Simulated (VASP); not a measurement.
TiO2: single point with PBE

The system is TiO2.

```xyz
6
Lattice="4.5293 0.0000 0.0000 0.0000 4.5293 0.0000 0.0000 0.0000 2.9280" Properties=species:S:1:pos:R:3 pbc="T T T"
Ti    0.0000    0.0000    0.0000
Ti    2.2647    2.2647    1.4640
O     1.3725    1.3725    0.0000
O     0.8921    3.6372    1.4640
O     3.1568    3.1568    0.0000
O     3.6372    0.8921    1.4640
```

```yaml
Program: VASP 6.6.1
Task: single point
Functional: PBE
Potentials_or_basis: VASP PAW PBE potentials, release 64 (Ti_sv, O)
Cutoff: 520 eV
k_mesh: 6 × 6 × 10
Occupations: gaussian, width 0.02 eV
Spin: no spin polarisation
Dipole_correction: no
Further_INCAR_settings: ALGO = Normal; EDIFF = 1e-06; NBANDS = 33
```

```
Pressure               : 15.5 GPa
Largest force          : 0.016 eV/Å
Band gap on the k mesh : 1.88 eV
```

Forces on the atoms (eV/Å):
```
Ti   0.000  0.000  0.000
Ti   0.000  0.000  0.000
O   -0.011 -0.011  0.000
O    0.011 -0.011  0.000
O    0.011  0.011  0.000
O   -0.011  0.011  0.000
```

Stress tensor (GPa, compression positive):
```
15.38  0.00  0.00
 0.00 15.38  0.00
 0.00  0.00 15.78
```

Levels at points of the mesh, in eV from the valence-band top:
```tsv
k point	band 22	band 23	band 24	band 25	band 26	band 27
(0.00, 0.00, 0.00)	-0.49	-0.49	0.00	1.88	2.17	2.43
(0.50, 0.00, 0.00)	-1.76	-0.79	-0.79	2.59	2.59	3.16
(0.50, 0.50, 0.00)	-1.37	-1.13	-1.13	1.92	1.92	2.59
(0.00, 0.00, 0.50)	-2.58	-1.47	-1.47	3.11	3.11	3.28
(0.50, 0.00, 0.50)	-2.13	-1.12	-1.12	1.95	1.95	3.31
(0.50, 0.50, 0.50)	-1.41	-0.68	-0.68	2.70	2.70	3.29
```

It took 5.1 min on 1 thread of Intel Xeon 8259CL, with other jobs on the host, peak memory 0.23 GiB.

Caveat: the cell stands under pressure. A k mesh can miss the band edges.
